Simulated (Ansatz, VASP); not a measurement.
## B: VASP beside Ansatz

```
B
1.0
     1.85192    0.00000    0.00000
    -0.92596    1.60381    0.00000
     0.00000    0.00000    5.59088
B
2
Direct
  0.00000 0.00000 0.16082
  0.00000 0.00000 0.83918
```

Alike in both runs: functional PBE; k mesh 36 × 36 × 10; occupations gaussian, width 0.1 eV; no spin polarisation.

Ansatz relaxed the structure, and its values are those at the end. VASP's run is a single point on that final structure, the one shown.

|  | VASP | Ansatz |
| --- | --- | --- |
| version | VASP 6.6.1 | Ansatz 0.2.0 |
| potentials or method | VASP PAW PBE potentials, release 64 (B), cutoff 520 eV | scalar-relativistic, plane waves, PAW |
| valence electrons in the cell | 6 | 6 |

```tsv
	VASP	Ansatz	Ansatz less VASP
gap on the k mesh at the Fermi level (eV)	none	none	-
pressure (GPa)	0.0	0.0	0.00
rms of the force components (eV/Å)	0.007	0.000	-0.0071
```

A gap of «none» marks a metal or a gap that the smearing closes.
